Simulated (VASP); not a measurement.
# SrTe (Fm-3m) in VASP: a series of runs, part 2 of 2

VASP 6.6.1.

### 3 Single point, LDA

File INCAR:

```
SYSTEM = SrTe
PREC = Accurate
ENCUT = 500
EDIFF = 1E-6
ISMEAR = 0
SIGMA = 0.01
LREAL = .FALSE.
LASPH = .TRUE.
NELM = 120
ALGO = Normal
ISIF = 2
LWAVE = .FALSE.
LCHARG = .FALSE.
NBANDS = 15
GGA_COMPAT = .FALSE.
```

File KPOINTS:

```
regular mesh
0
G
  6 6 6
  0 0 0
```

File POSCAR:

```
SrTe
1.0
    0.0000000000      3.3527582020      3.3527582020
    3.3527582020      0.0000000000      3.3527582020
    3.3527582020      3.3527582020      0.0000000000
Sr Te
1 1
Direct
    0.0000000000      0.0000000000      0.0000000000
    0.5000000000      0.5000000000      0.5000000000
```

Potentials or basis: VASP PAW LDA potentials, release 64 (Sr_sv, Te).

On the command line:

```console
$ cat potpaw_LDA.64/Sr_sv/POTCAR potpaw_LDA.64/Te/POTCAR > POTCAR
$ mpirun -np 1 vasp_std > vasp.out
```

OUTCAR:

```text
SYSTEM = SrTe
   PREC = Accurate
   ENCUT = 500
   EDIFF = 1E-6
   ISMEAR = 0
   LREAL = .FALSE.
   LASPH = .TRUE.
   NELM = 120
   ISIF = 2

 ion  position               nearest neighbor table
   1  0.000  0.000  0.000-   2 3.35   2 3.35   2 3.35   2 3.35   2 3.35   2 3.35
   2  0.500  0.500  0.500-   1 3.35   1 3.35   1 3.35   1 3.35   1 3.35   1 3.35

  LATTYP: Found a face centered cubic cell.
 ALAT       =     6.7055164040

  Lattice vectors:

 A1 = (   0.0000000000,   3.3527582020,   3.3527582020)
 A2 = (   3.3527582020,   0.0000000000,   3.3527582020)
 A3 = (   3.3527582020,   3.3527582020,   0.0000000000)

Analysis of symmetry for initial positions (statically):
=====================================================================
 Subroutine PRICEL returns:
 Original cell was already a primitive cell.

 Routine SETGRP: Setting up the symmetry group for a
 face centered cubic supercell.

 Subroutine GETGRP returns: Found 48 space group operations
 (whereof 48 operations were pure point group operations)
 out of a pool of 48 trial point group operations.

The static configuration has the point symmetry O_h .

Analysis of symmetry for dynamics (positions and initial velocities):
=====================================================================
 Subroutine PRICEL returns:
 Original cell was already a primitive cell.

 Routine SETGRP: Setting up the symmetry group for a
 face centered cubic supercell.

 Subroutine GETGRP returns: Found 48 space group operations
 (whereof 48 operations were pure point group operations)
 out of a pool of 48 trial point group operations.

The dynamic configuration has the point symmetry O_h .

 Subroutine INISYM returns: Found 48 space group operations
 (whereof 48 operations are pure point group operations),
 and found     1 'primitive' translations

----------------------------------------------------------------------------------------

                                     Primitive cell

  volume of cell :      75.3766

  direct lattice vectors                    reciprocal lattice vectors
     0.000000000  3.352758202  3.352758202    -0.149130945  0.149130945  0.149130945
     3.352758202  0.000000000  3.352758202     0.149130945 -0.149130945  0.149130945
     3.352758202  3.352758202  0.000000000     0.149130945  0.149130945 -0.149130945

  length of vectors
     4.741516121  4.741516121  4.741516121     0.258302374  0.258302374  0.258302374

  position of ions in fractional coordinates (direct lattice)
     0.000000000  0.000000000  0.000000000
     0.500000000  0.500000000  0.500000000

  ion indices of the primitive-cell ions
   primitive index   ion index
                 1           1
                 2           2

----------------------------------------------------------------------------------------

 KPOINTS: regular mesh

Automatic generation of k-mesh.
 Grid dimensions read from file:
 generate k-points for:    6    6    6

 Generating k-lattice:

  Cartesian coordinates                     Fractional coordinates (reciprocal lattice)
    -0.024855158  0.024855158  0.024855158     0.166666667  0.000000000  0.000000000
     0.024855158 -0.024855158  0.024855158     0.000000000  0.166666667  0.000000000
     0.024855158  0.024855158 -0.024855158     0.000000000  0.000000000  0.166666667

  Length of vectors
     0.043050396  0.043050396  0.043050396

  Shift w.r.t. Gamma in fractional coordinates (k-lattice)
     0.000000000  0.000000000  0.000000000

[... 28 lines left out ...]
   ions per type =               1   1
   NGX,Y,Z   is equivalent  to a cutoff of  12.62, 12.62, 12.62 a.u.
   NGXF,Y,Z  is equivalent  to a cutoff of  25.24, 25.24, 25.24 a.u.
 SYSTEM =  SrTe
   PREC   = accura    normal or accurate (medium, high low for compatibility)
   ISTART =      0    job   : 0-new  1-cont  2-samecut
   ICHARG =      2    charge: 1-file 2-atom 10-const
   ISPIN  =      1    spin polarized calculation?
   LNONCOLLINEAR =      F non collinear calculations
   LSORBIT =      F    spin-orbit coupling
   LASPH  =      T    aspherical Exc in radial PAW
   ENCUT  =  500.0 eV  36.75 Ry    6.06 a.u.   8.64  8.64  8.64*2*pi/ulx,y,z
   NELM   =    120;   NELMIN=  2; NELMDL= -5     # of ELM steps
   EDIFF  = 0.1E-05   stopping-criterion for ELM
   LREAL  =      F    real-space projection
   EDIFFG = 0.1E-04   stopping-criterion for IOM
   NSW    =      0    number of steps for IOM
   IBRION =     -1    ionic relax: 0-MD 1-quasi-New 2-CG
   NFREE  =      0    steps in history (QN), initial steepest desc. (CG)
   ISIF   =      2    stress and relaxation
   ISYM   =      2    0-nonsym 1-usesym 2-fastsym
   POTIM  = 0.5000    time-step for ionic-motion
   TEBEG  =    0.0;   TEEND  =   0.0 temperature during run
   PSTRESS=    0.0 pullay stress
   NELECT =      16.0000    total number of electrons
   NUPDOWN=      -1.0000    fix difference up-down
   EMIN   =  10.00;   EMAX   =-10.00  energy-range for DOS
   EFERMI =   0.00;   METHOD = LEGACY
   ISMEAR =     0;   SIGMA  =   0.01  broadening in eV -4-tet -1-fermi 0-gaus
   EFERMI_NEDOS =   21; number of points for ismear=-14 and -15
   IALGO  =     38    algorithm
   IMIX   =      4    mixing-type and parameters
     AMIX     =   0.40;   BMIX     =  1.00
     AMIX_MAG =   1.60;   BMIX_MAG =  1.00
  volume/ion in A,a.u.               =      37.69       254.33
  Fermi-wavevector in a.u.,A,eV,Ry     =   0.976568  1.845446 12.975679  0.953686
  Thomas-Fermi vector in A             =   2.107197
   LORBIT       =      0    0 simple, 1 ext, 2 COOP (PROOUT), +10 PAW based schemes
   GGA     = CA    functional components
   LHFCALC =     F    Hartree Fock is set to
   AEXX    =    0.0000 exact exchange contribution
   IVDW    =     0    specifies the selected vdW correction
   LEPSILON=     F    determine dielectric tensor
   LRPA    =     F    only Hartree local field effects (RPA)
 non-spin polarized calculation
 Gauss-broadening in eV      SIGMA  =   0.01
  energy-cutoff  :      500.00
  volume of cell :       75.38
 maximum number of plane-waves:      1936
 NGX is ok and might be reduce to    36
   NGX = 17   NGY = 17   NGZ = 17

 number of electron      16.0000000 magnetization

 Free energy of the ion-electron system (eV)
  ---------------------------------------------------
  ext. energy  EPLUGINS =         0.00000000
  ---------------------------------------------------
  free energy    TOTEN  =        -9.21109661 eV

  energy without entropy =       -9.21109661  energy(sigma->0) =       -9.21109661

 E-fermi :   2.6687     XC(G=0):  -8.7302

 val. band max:        2.5488069179   @ k =   0.0000   0.0000   0.0000
 cond. band min:       4.1702670991   @ k =   0.5000   0.5000   0.0000
 fundamental gap:      1.6214601812
 Fermi energy:         2.6687379935

 k-point     1 :       0.0000    0.0000    0.0000
  band No.  band energies     occupation
      1     -32.0024      2.00000
      2     -14.0880      2.00000
      3     -14.0880      2.00000
      4     -14.0880      2.00000
      5      -7.4327      2.00000
      6       2.5488      2.00000
      7       2.5488      2.00000
      8       2.5488      2.00000
      9       5.0933      0.00000
     10       5.7072      0.00000
     11       5.7072      0.00000
     12       5.7072      0.00000
     13       6.3718      0.00000
     14       6.3718      0.00000
[... 257 lines left out ...]
      2     -14.1578      2.00000
      3     -14.1333      2.00000
      4     -14.1270      2.00000
      5      -6.9301      2.00000
      6       0.7653      2.00000
      7       1.2044      2.00000
      8       1.3012      2.00000
      9       5.3174      0.00000
     10       6.7377      0.00000
     11       7.4105      0.00000
     12       8.0763      0.00000
     13       8.5032      0.00000
     14       8.7653      0.00000
     15      10.8500      0.00000

------------------------ aborting loop because EDIFF is reached ----------------------------------------

  FORCE on cell =-STRESS in cart. coord.  units (eV):
  Direction    XX          YY          ZZ          XY          YZ          ZX
  --------------------------------------------------------------------------------------
  -------------------------------------------------------------------------------------
  Total       -1.2039428     -1.2039428     -1.2039428      0.0000000      0.0000000      0.0000000
  in kB      -25.5905567    -25.5905567    -25.5905567      0.0000000      0.0000000      0.0000000
  external PRESSURE =     -25.5905567 kB  Pullay stress =       0.0000000 kB

 VOLUME and BASIS-vectors are now :
 -----------------------------------------------------------------------------
  energy-cutoff  :      500.00
  volume of cell :       75.38
      direct lattice vectors                 reciprocal lattice vectors
     0.000000000  3.352758202  3.352758202    -0.149130945  0.149130945  0.149130945
     3.352758202  0.000000000  3.352758202     0.149130945 -0.149130945  0.149130945
     3.352758202  3.352758202  0.000000000     0.149130945  0.149130945 -0.149130945

 POSITION                                       TOTAL-FORCE (eV/Angst)
 -----------------------------------------------------------------------------------
      0.00000      0.00000      0.00000        -0.000000     -0.000000     -0.000000
      3.35276      3.35276      3.35276         0.000000      0.000000      0.000000
 -----------------------------------------------------------------------------------
    total drift:                                0.000000      0.000000      0.000000

  FREE ENERGIE OF THE ION-ELECTRON SYSTEM (eV)
  ---------------------------------------------------
  free  energy   TOTEN  =        -9.2110966084 eV

  energy  without entropy=       -9.2110966084  energy(sigma->0) =       -9.21109661
```

Wall time 9.4 s (1 thread of Intel Xeon 8259CL, shared host); peak memory 0.18 GiB.

Results:

```
Free energy            : -9.2111 eV
Pressure               : -2.6 GPa
Band gap on the k mesh : 1.62 eV (least direct gap 2.35 eV)
```

Levels at points of the mesh, in eV from the valence-band top:
```
           k point  band 5  band 6  band 7  band 8  band 9  band 10  band 11  band 12
(0.00, 0.00, 0.00)   -9.98    0.00    0.00    0.00    2.54     3.16     3.16     3.16
(0.50, 0.00, 0.00)   -9.37   -2.83   -1.09   -1.09    3.75     4.97     5.16     5.16
(0.50, 0.50, 0.00)   -9.55   -1.96   -0.73   -0.73    1.62     3.64     4.71     5.90
```

Caveat: spin-orbit coupling is left out, which moves the levels of the heavy elements. A k mesh can miss the band edges.

### 4 Single point, PBE, non-collinear spin, zero start, spin-orbit coupling

File INCAR:

```
SYSTEM = SrTe
PREC     = Accurate       ! precision mode
ENCUT    = 500            ! plane-wave cutoff, eV
EDIFF    = 1E-6           ! SCF threshold, eV
ISMEAR   = 0              ! smearing method
SIGMA    = 0.01           ! smearing width, eV
LREAL    = .False.        ! projectors in reciprocal space
LASPH    = .True.         ! aspherical terms in the spheres
NELM     = 200            ! most SCF steps
ALGO     = Normal         ! electronic algorithm
ISIF     = 2              ! what is computed and relaxed
LWAVE    = .False.        ! write WAVECAR
LCHARG   = .True.         ! write CHGCAR
LNONCOLLINEAR= .True.         ! non-collinear magnetism
MAGMOM   = 0 0 0 0 0 0    ! initial moments
LORBIT   = 11             ! projections on sites
LSORBIT  = .True.         ! spin-orbit coupling
GGA_COMPAT= .False.      
LORBMOM  = .True.       
GGA      = PE             ! functional
LVHAR    = .True.       
NBANDS   = 28             ! bands
```

File KPOINTS:

```
Automatic mesh
0
Gamma
  4 4 4
  0 0 0
```

POSCAR is that of step 3.

Potentials or basis: VASP PAW PBE potentials, release 64 (Sr_sv, Te).

On the command line:

```console
$ cat potpaw_PBE.64/Sr_sv/POTCAR potpaw_PBE.64/Te/POTCAR > POTCAR
$ mpirun -np 1 vasp_ncl > vasp.out
```

Wall time 42 s (1 thread of Intel Xeon 8259CL, shared host); peak memory 0.38 GiB.

The run converged. Its results:

| Property | Result |
| --- | --- |
| Free energy | -8.4317 eV |
| Pressure | 0.4 GPa |
| Net moment | 0.00 μB per cell |
| Valence electrons inside the program's atomic spheres | Sr 7.98; Te 3.49 |

Moments on the atoms (μB; x, y, z):
```
Sr  0.00 0.00 0.00
Te  0.00 0.00 0.00
```

Caveat: the k points lie up to 0.41 Å⁻¹ apart.

### 5 The runs side by side

| level | potentials or basis | spin | k mesh | gap on the mesh (eV) | pressure (GPa) |
| --- | --- | --- | --- | --- | --- |
| LDA | VASP PAW LDA potentials, release 64 (Sr_sv, Te) | off | 4 × 4 × 4 | 1.61 | -2.5 |
| LDA | VASP PAW LDA potentials, release 64 (Sr_sv, Te) | off | 6 × 6 × 6 | 1.62 | -2.6 |
| PBE | VASP PAW PBE potentials, release 64 (Sr_sv, Te) | non-collinear, zero start, SOC | 4 × 4 × 4 | - | 0.4 |

Alike in all rows: task single point; cell as given; cutoff (eV) 500; smearing gaussian 0.01 eV.

Caveats: some runs use coarse meshes; spin-orbit coupling is left out, which moves the levels of the heavy elements (at least some runs).

Total energies depend on the potentials used, so only differences within one code and one set of settings carry meaning.
